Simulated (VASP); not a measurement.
# ZrNb2N3 (R-3m) in VASP: further runs

Runs on ZrNb2N3. Level: PBE. Tasks: single point.

Program: VASP 6.6.1. These are calculated values, not measurements. Logs are shortened: lines on timing, memory, paths and dates and some standing lists are left out, and cuts for length are marked.

## 1. The cell of the first run

The structure is trigonal, space group R-3m (No. 166). The conventional cell has a = 2.966 Å, b = 2.966 Å, c = 24.004 Å, α = 90.00°, β = 90.00°, γ = 120.00°. Within 3.0 Å of Zr (site symmetry -3m) lie 6 N at 2.20 Å and 6 Zr at 2.97 Å. Nb (site symmetry 3m) has 6 N at 2.13 to 2.18 Å within 2.8 Å. Within 3.0 Å of N (site symmetry -3m) lie 6 Nb at 2.18 Å and 8 N at 2.61 to 2.97 Å. Within 2.8 Å of N (site symmetry 3m) lie 3 Nb at 2.13 Å and 3 Zr at 2.20 Å and 1 N at 2.61 Å.

## 2. Single point, PBE (10.16 Å³/atom)

Contents of INCAR:

```
PREC = Accurate
ENCUT = 520
EDIFF = 1E-6
ISMEAR = 0
SIGMA = 0.1
LREAL = F
LASPH = T
NELM = 60
ALGO = Normal
ISIF = 2
LWAVE = F
LCHARG = T
GGA = PE
LELF = T
LVHAR = T
NBANDS = 36
```

Contents of KPOINTS:

```
Automatic mesh
0
Gamma
  12 12 12
```

Contents of POSCAR:

```
ZrNb2N3
1.0
    1.4828169902      0.8561047885      8.0013698958
   -1.4828169902      0.8561047885      8.0013698958
    0.0000000000     -1.7122095769      8.0013698958
Zr Nb N
1 2 3
Direct
    0.0000000000      0.0000000000      0.0000000000
    0.7773352898      0.7773352898      0.7773352898
    0.2226647102      0.2226647102      0.2226647102
    0.5000000000      0.5000000000      0.5000000000
    0.6088227386      0.6088227386      0.6088227386
    0.3911772614      0.3911772614      0.3911772614
```

Potentials or basis: VASP PAW PBE potentials, release 64 (Zr_sv, Nb_sv, N).

Started as:

```bash
cat potpaw_PBE.64/Zr_sv/POTCAR potpaw_PBE.64/Nb_sv/POTCAR potpaw_PBE.64/N/POTCAR > POTCAR
mpirun -np 1 vasp_std > vasp.out
```

OUTCAR:

```text
PREC = Accurate
   ENCUT = 520
   EDIFF = 1E-6
   ISMEAR = 0
   LREAL = F
   LASPH = T
   NELM = 60
   ISIF = 2
   GGA = PE

 ion  position               nearest neighbor table
   1  0.000  0.000  0.000-   5 2.20   5 2.20   6 2.20   6 2.20   5 2.20   6 2.20   3 3.16   2 3.16
                             3 3.16   2 3.16   3 3.16   2 3.16
   2  0.777  0.777  0.777-   6 2.13   6 2.13   6 2.13   4 2.18   4 2.18   4 2.18   1 3.16   1 3.16
                             1 3.16
   3  0.223  0.223  0.223-   5 2.13   5 2.13   5 2.13   4 2.18   4 2.18   4 2.18   1 3.16   1 3.16
                             1 3.16
   4  0.500  0.500  0.500-   3 2.18   3 2.18   2 2.18   2 2.18   3 2.18   2 2.18
   5  0.609  0.609  0.609-   3 2.13   3 2.13   3 2.13   1 2.20   1 2.20   1 2.20
   6  0.391  0.391  0.391-   2 2.13   2 2.13   2 2.13   1 2.20   1 2.20   1 2.20

  LATTYP: Found a trigonal (rhomboedric) cell.
 ALAT       =     8.1825168405
 COS(alpha) =     0.9343202808

  Lattice vectors:

 A1 = (   1.4828169902,   0.8561047885,   8.0013698958)
 A2 = (  -1.4828169902,   0.8561047885,   8.0013698958)
 A3 = (   0.0000000000,  -1.7122095769,   8.0013698958)

Analysis of symmetry for initial positions (statically):
=====================================================================
 Subroutine PRICEL returns:
 Original cell was already a primitive cell.

 Routine SETGRP: Setting up the symmetry group for a
 trigonal (rhombohedral) supercell.

 Subroutine GETGRP returns: Found 12 space group operations
 (whereof 12 operations were pure point group operations)
 out of a pool of 12 trial point group operations.

The static configuration has the point symmetry D_3d.

Analysis of symmetry for dynamics (positions and initial velocities):
=====================================================================
 Subroutine PRICEL returns:
 Original cell was already a primitive cell.

 Routine SETGRP: Setting up the symmetry group for a
 trigonal (rhombohedral) supercell.

 Subroutine GETGRP returns: Found 12 space group operations
 (whereof 12 operations were pure point group operations)
 out of a pool of 12 trial point group operations.

The dynamic configuration has the point symmetry D_3d.

 Subroutine INISYM returns: Found 12 space group operations
 (whereof 12 operations are pure point group operations),
 and found     1 'primitive' translations

----------------------------------------------------------------------------------------

                                     Primitive cell

  volume of cell :      60.9439

  direct lattice vectors                    reciprocal lattice vectors
     1.482816990  0.856104789  8.001369896     0.337196028  0.194680218  0.041659533
    -1.482816990  0.856104789  8.001369896    -0.337196028  0.194680218  0.041659533
     0.000000000 -1.712209577  8.001369896     0.000000000 -0.389360436  0.041659533

  length of vectors
     8.182516840  8.182516840  8.182516840     0.391582770  0.391582770  0.391582770

  position of ions in fractional coordinates (direct lattice)
     0.000000000  0.000000000  0.000000000
     0.777335290  0.777335290  0.777335290
     0.222664710  0.222664710  0.222664710
     0.500000000  0.500000000  0.500000000
     0.608822739  0.608822739  0.608822739
     0.391177261  0.391177261  0.391177261

  ion indices of the primitive-cell ions
   primitive index   ion index
                 1           1
                 2           2
                 3           3
                 4           4
                 5           5
                 6           6

----------------------------------------------------------------------------------------

 KPOINTS: Automatic mesh

Automatic generation of k-mesh.
 Grid dimensions read from file:
 generate k-points for:   12   12   12

 Generating k-lattice:

  Cartesian coordinates                     Fractional coordinates (reciprocal lattice)
     0.028099669  0.016223351  0.003471628     0.083333333 -0.000000000 -0.000000000
    -0.028099669  0.016223351  0.003471628    -0.000000000  0.083333333 -0.000000000
     0.000000000 -0.032446703  0.003471628     0.000000000  0.000000000  0.083333333

  Length of vectors
     0.032631897  0.032631897  0.032631897

  Shift w.r.t. Gamma in fractional coordinates (k-lattice)
     0.000000000  0.000000000  0.000000000

 Subroutine IBZKPT returns following result:
 ===========================================

 Found    189 irreducible k-points:

 Following reciprocal coordinates:
            Coordinates               Weight
  0.000000  0.000000  0.000000      1.000000
  0.083333  0.000000 -0.000000      6.000000
  0.166667 -0.000000 -0.000000      6.000000
  0.250000  0.000000  0.000000      6.000000
  0.333333  0.000000  0.000000      6.000000
  0.416667  0.000000  0.000000      6.000000
[... 16 lines left out ...]
  0.500000  0.166667 -0.000000     12.000000
 -0.416667  0.166667 -0.000000     12.000000
 [... further k-points ...]
   k-points           NKPTS =    189   k-points in BZ     NKDIM =    189   number of bands    NBANDS=     36
   number of dos      NEDOS =    301   number of ions     NIONS =      6
   total plane-waves  NPLWV = 262144
   dimension x,y,z NGX =    64 NGY =   64 NGZ =   64
   dimension x,y,z NGXF=   128 NGYF=  128 NGZF=  128
   ions per type =               1   2   3
   NGX,Y,Z   is equivalent  to a cutoff of  13.00, 13.00, 13.00 a.u.
   NGXF,Y,Z  is equivalent  to a cutoff of  26.01, 26.01, 26.01 a.u.
 SYSTEM =  unknown system
   PREC   = accura    normal or accurate (medium, high low for compatibility)
   ISTART =      0    job   : 0-new  1-cont  2-samecut
   ICHARG =      2    charge: 1-file 2-atom 10-const
   ISPIN  =      1    spin polarized calculation?
   LNONCOLLINEAR =      F non collinear calculations
   LSORBIT =      F    spin-orbit coupling
   LASPH  =      T    aspherical Exc in radial PAW
   ENCUT  =  520.0 eV  38.22 Ry    6.18 a.u.  15.21 15.21 15.21*2*pi/ulx,y,z
   NELM   =     60;   NELMIN=  2; NELMDL= -5     # of ELM steps
   EDIFF  = 0.1E-05   stopping-criterion for ELM
   LREAL  =      F    real-space projection
   EDIFFG = 0.1E-04   stopping-criterion for IOM
   NSW    =      0    number of steps for IOM
   IBRION =     -1    ionic relax: 0-MD 1-quasi-New 2-CG
   NFREE  =      0    steps in history (QN), initial steepest desc. (CG)
   ISIF   =      2    stress and relaxation
   ISYM   =      2    0-nonsym 1-usesym 2-fastsym
   POTIM  = 0.5000    time-step for ionic-motion
   TEBEG  =    0.0;   TEEND  =   0.0 temperature during run
   PSTRESS=    0.0 pullay stress
   NELECT =      53.0000    total number of electrons
   NUPDOWN=      -1.0000    fix difference up-down
   EMIN   =  10.00;   EMAX   =-10.00  energy-range for DOS
   EFERMI =   0.00;   METHOD = LEGACY
   ISMEAR =     0;   SIGMA  =   0.10  broadening in eV -4-tet -1-fermi 0-gaus
   EFERMI_NEDOS =   21; number of points for ismear=-14 and -15
   IALGO  =     38    algorithm
   IMIX   =      4    mixing-type and parameters
     AMIX     =   0.40;   BMIX     =  1.00
     AMIX_MAG =   1.60;   BMIX_MAG =  1.00
  volume/ion in A,a.u.               =      10.16        68.54
  Fermi-wavevector in a.u.,A,eV,Ry     =   1.562632  2.952947 33.222969  2.441819
  Thomas-Fermi vector in A             =   2.665522
   LORBIT       =      0    0 simple, 1 ext, 2 COOP (PROOUT), +10 PAW based schemes
   GGA     = PE    functional components
   LHFCALC =     F    Hartree Fock is set to
   AEXX    =    0.0000 exact exchange contribution
   IVDW    =     0    specifies the selected vdW correction
   LEPSILON=     F    determine dielectric tensor
   LRPA    =     F    only Hartree local field effects (RPA)
 non-spin polarized calculation
 Gauss-broadening in eV      SIGMA  =   0.10
  energy-cutoff  :      520.00
  volume of cell :       60.94
 maximum number of plane-waves:      1680
 NGX is ok and might be reduce to    64
   NGX = 31   NGY = 31   NGZ = 31

 number of electron      53.0000000 magnetization

 Free energy of the ion-electron system (eV)
  ---------------------------------------------------
  ext. energy  EPLUGINS =         0.00000000
  ---------------------------------------------------
  free energy    TOTEN  =       -61.15020668 eV

  energy without entropy =      -61.13983328  energy(sigma->0) =      -61.14501998

 E-fermi :  14.6383     XC(G=0): -13.5606

 val. band max:       14.6356766865   @ k =   0.4167   0.3333   0.2500
 cond. band min:      14.6419071341   @ k =  -0.3333  -0.3333   0.1667
 fundamental gap:      0.0062304476
 Fermi energy:        14.6383044876

 k-point     1 :       0.0000    0.0000    0.0000
  band No.  band energies     occupation
      1     -41.6105      2.00000
      2     -41.5572      2.00000
      3     -34.9584      2.00000
      4     -18.2453      2.00000
      5     -17.7929      2.00000
      6     -17.1615      2.00000
[... 28 lines left out ...]
     35      17.3315      0.00000
     36      17.3316      0.00000

 k-point     2 :       0.0833    0.0000   -0.0000
  band No.  band energies     occupation
      1     -41.5995      2.00000
      2     -41.5478      2.00000
      3     -34.9412      2.00000
      4     -18.2212      2.00000
      5     -17.7833      2.00000
      6     -17.2444      2.00000
[... 28 lines left out ...]
     35      17.2325      0.00000
     36      17.7490      0.00000

 k-point     3 :       0.1667   -0.0000   -0.0000
  band No.  band energies     occupation
      1     -41.5689      2.00000
      2     -41.5220      2.00000
      3     -34.8937      2.00000
      4     -18.1544      2.00000
      5     -17.7676      2.00000
      6     -17.4668      2.00000
[... 28 lines left out ...]
     35      17.2509      0.00000
     36      18.0702      0.00000
[... 742 lines left out ...]
 k-point    23 :       0.5000    0.1667   -0.0000
  band No.  band energies     occupation
      1     -41.4369      2.00000
      2     -41.4197      2.00000
      3     -34.6935      2.00000
      4     -18.2494      2.00000
      5     -18.1535      2.00000
      6     -17.7851      2.00000
[... 28 lines left out ...]
     35      19.0316      0.00000
     36      19.4258      0.00000

 k-point    24 :      -0.4167    0.1667   -0.0000
  band No.  band energies     occupation
      1     -41.4253      2.00000
      2     -41.4130      2.00000
      3     -34.6777      2.00000
      4     -18.3008      2.00000
      5     -18.1938      2.00000
      6     -17.7416      2.00000
[... 28 lines left out ...]
     35      19.0014      0.00000
     36      19.1966      0.00000

 [... further k-points ...]

------------------------ aborting loop because EDIFF is reached ----------------------------------------

  FORCE on cell =-STRESS in cart. coord.  units (eV):
  Direction    XX          YY          ZZ          XY          YZ          ZX
  --------------------------------------------------------------------------------------
  -------------------------------------------------------------------------------------
  Total       12.5774745     12.5774745     12.5811168      0.0000000      0.0000000      0.0000000
  in kB      330.6541281    330.6541281    330.7498820      0.0000000      0.0000000      0.0000000
  external PRESSURE =     330.6860460 kB  Pullay stress =       0.0000000 kB

 VOLUME and BASIS-vectors are now :
 -----------------------------------------------------------------------------
  energy-cutoff  :      520.00
  volume of cell :       60.94
      direct lattice vectors                 reciprocal lattice vectors
     1.482816990  0.856104789  8.001369896     0.337196028  0.194680218  0.041659533
    -1.482816990  0.856104789  8.001369896    -0.337196028  0.194680218  0.041659533
     0.000000000 -1.712209577  8.001369896     0.000000000 -0.389360436  0.041659533

 POSITION                                       TOTAL-FORCE (eV/Angst)
 -----------------------------------------------------------------------------------
      0.00000      0.00000      0.00000        -0.000000     -0.000000     -0.000000
      0.00000      0.00000     18.65924        -0.000000     -0.000000     -0.000360
      0.00000      0.00000      5.34487        -0.000000      0.000000      0.000360
      0.00000      0.00000     12.00205         0.000000     -0.000000     -0.000000
      0.00000      0.00000     14.61425        -0.000000     -0.000000     -0.040552
      0.00000      0.00000      9.38986        -0.000000      0.000000      0.040552
 -----------------------------------------------------------------------------------
    total drift:                                0.000000      0.000000      0.000000

  FREE ENERGIE OF THE ION-ELECTRON SYSTEM (eV)
  ---------------------------------------------------
  free  energy   TOTEN  =       -61.1502066839 eV

  energy  without entropy=      -61.1398332767  energy(sigma->0) =      -61.14501998
```

It took 25 min on 1 thread of Intel Xeon 6975P-C (Granite Rapids), shared host; peak memory 0.82 GiB.

Results:

```yaml
Free_energy: -61.1502 eV
Pressure: 33.1 GPa
Largest_force: 0.041 eV/Å
Band_gap_on_the_k_mesh: zero (an odd number of electrons rules out a gap without spin polarisation)
```

Forces on the atoms (eV/Å):
```
Zr   0.000  0.000  0.000
Nb   0.000  0.000  0.000
Nb   0.000  0.000  0.000
N    0.000  0.000  0.000
N    0.000  0.000 -0.041
N    0.000  0.000  0.041
```

Caveat: the cell stands under pressure.

## 3. Single point, PBE (10.49 Å³/atom)

This run uses another cell than the first one, of 10.49 Å³/atom.

Contents of INCAR:

```
SYSTEM = ZrNb2N3
PREC     = Accurate       ! precision mode
ENCUT    = 520            ! plane-wave cutoff, eV
EDIFF    = 1E-6           ! SCF threshold, eV
ISMEAR   = 0              ! smearing method
SIGMA    = 0.1            ! smearing width, eV
LREAL    = .False.        ! projectors in reciprocal space
LASPH    = .True.         ! aspherical terms in the spheres
NELM     = 100            ! most SCF steps
ALGO     = Normal         ! electronic algorithm
ISIF     = 2              ! what is computed and relaxed
LWAVE    = .False.        ! write WAVECAR
LCHARG   = .True.         ! write CHGCAR
GGA      = PE             ! functional
LELF     = .True.         ! ELF
LVHAR    = .True.       
NBANDS   = 36             ! bands
```

Contents of KPOINTS:

```
regular mesh
0
Gamma
  12 12 12
  0 0 0
```

Contents of POSCAR:

```
ZrNb2N3
1.0
    1.4996071296      0.8657985800      8.0811082284
   -1.4996071296      0.8657985800      8.0811082284
    0.0000000000     -1.7315971600      8.0811082284
Zr Nb N
1 2 3
Direct
    0.0000000000      0.0000000000      0.0000000000
    0.7772583232      0.7772583232      0.7772583232
    0.2227416768      0.2227416768      0.2227416768
    0.5000000000      0.5000000000      0.5000000000
    0.6088702078      0.6088702078      0.6088702078
    0.3911297922      0.3911297922      0.3911297922
```

Potentials or basis: VASP PAW PBE potentials, release 64 (Zr_sv, Nb_sv, N).

Started as:

```bash
cat potpaw_PBE.64/Zr_sv/POTCAR potpaw_PBE.64/Nb_sv/POTCAR potpaw_PBE.64/N/POTCAR > POTCAR
mpirun -np 1 vasp_std > vasp.out
```

Wall time 25 min (1 thread of Intel Xeon 6975P-C (Granite Rapids), shared host); peak memory 0.83 GiB.

The run converged. Its results:

```
Free energy            : -61.4841 eV
Pressure               : 20.2 GPa
Largest force          : 0.037 eV/Å
Band gap on the k mesh : zero (an odd number of electrons rules out a gap without spin polarisation)
```

Forces in eV/Å, atoms in the order of the input:
```
Zr   0.000  0.000  0.000
Nb   0.000  0.000  0.000
Nb   0.000  0.000  0.000
N    0.000  0.000  0.000
N    0.000  0.000 -0.037
N    0.000  0.000  0.037
```

Levels at points of the mesh, in eV from the Fermi level:
```
           k point  band 24  band 25  band 26  band 27  band 28  band 29  band 30  band 31
(0.00, 0.00, 0.00)    -2.93    -2.53    -1.01    -1.01     0.15     0.27     0.27     1.18
(0.50, 0.00, 0.00)    -4.63    -2.49    -2.33     0.89     1.97     2.49     2.51     2.86
(0.50, 0.50, 0.00)    -3.83    -3.58    -0.68    -0.59     2.17     2.73     2.82     2.86
(0.50, 0.50, 0.50)    -4.85    -0.88    -0.49    -0.20    -0.20     0.25     0.25     1.09
```

Caveat: the cell stands under pressure.

## 4. Single point, PBE

This run uses another cell than the first one, of 11.16 Å³/atom.

Contents of INCAR:

```
SYSTEM = ZrNb2N3
  PREC = Accurate
  ENCUT = 520
  EDIFF = 1E-6
  ISMEAR = 0
  SIGMA = 0.1
  LREAL = .False.
  LASPH = .True.
  NELM = 80
  ALGO = Normal
  ISIF = 2
  LWAVE = .False.
  LCHARG = .False.
  GGA = PE
  NBANDS = 36
```

KPOINTS is that of step 3.

Contents of POSCAR:

```
ZrNb2N3
1.0
    1.5319793208      0.8844886733      8.2374398530
   -1.5319793208      0.8844886733      8.2374398530
    0.0000000000     -1.7689773465      8.2374398530
Zr Nb N
1 2 3
Direct
    0.0000000000      0.0000000000      0.0000000000
    0.7770947287      0.7770947287      0.7770947287
    0.2229052713      0.2229052713      0.2229052713
    0.5000000000      0.5000000000      0.5000000000
    0.6089639364      0.6089639364      0.6089639364
    0.3910360636      0.3910360636      0.3910360636
```

Started as:

```bash
cat potpaw_PBE.64/Zr_sv/POTCAR potpaw_PBE.64/Nb_sv/POTCAR potpaw_PBE.64/N/POTCAR > POTCAR
mpirun -np 1 vasp_std > vasp.out
```

It took 22 min on 1 thread of Intel Xeon 6975P-C (Granite Rapids), shared host; peak memory 0.82 GiB.

It converged, with:

| Item | Value |
| --- | --- |
| Free energy | -61.7252 eV |
| Pressure | -0.2 GPa |
| Largest force | 0.032 eV/Å |
| Band gap on the k mesh | zero (an odd number of electrons rules out a gap without spin polarisation) |

Forces in eV/Å, atoms in the order of the input:
```
Zr   0.000  0.000  0.000
Nb   0.000  0.000  0.000
Nb   0.000  0.000  0.000
N    0.000  0.000  0.000
N    0.000  0.000 -0.032
N    0.000  0.000  0.032
```

Levels at points of the mesh, in eV from the Fermi level:
| k point | band 25 | band 26 | band 27 | band 28 | band 29 | band 30 |
| --- | --- | --- | --- | --- | --- | --- |
| (0.00, 0.00, 0.00) | -2.34 | -0.95 | -0.95 | 0.12 | 0.24 | 0.24 |
| (0.50, 0.00, 0.00) | -2.35 | -2.23 | 0.79 | 1.74 | 2.23 | 2.27 |
| (0.50, 0.50, 0.00) | -3.47 | -0.69 | -0.54 | 1.96 | 2.41 | 2.53 |
| (0.50, 0.50, 0.50) | -0.83 | -0.47 | -0.21 | -0.21 | 0.22 | 0.22 |

## 5. Overview

| cell | gap on the mesh (eV) | pressure (GPa) | largest force (eV/Å) |
| --- | --- | --- | --- |
| a = 8.183 Å, angles 20.9°, 6 atoms, atomic positions A | none | 33.1 | 0.04 |
| a = 8.265 Å, angles 20.9°, 6 atoms, atomic positions B | none | 20.2 | 0.04 |
| a = 8.425 Å, angles 21.0°, 6 atoms, atomic positions C | none | -0.2 | 0.03 |

Alike in all rows: task single point; level PBE; potentials or basis VASP PAW PBE potentials, release 64 (Zr_sv, Nb_sv, N); no spin polarisation; k mesh 12 × 12 × 12; cutoff (eV) 520; smearing gaussian 0.1 eV.

Caveats: the cell stands under pressure (at least some runs).

Total energies depend on the potentials used, so only differences within one code and one set of settings carry meaning.
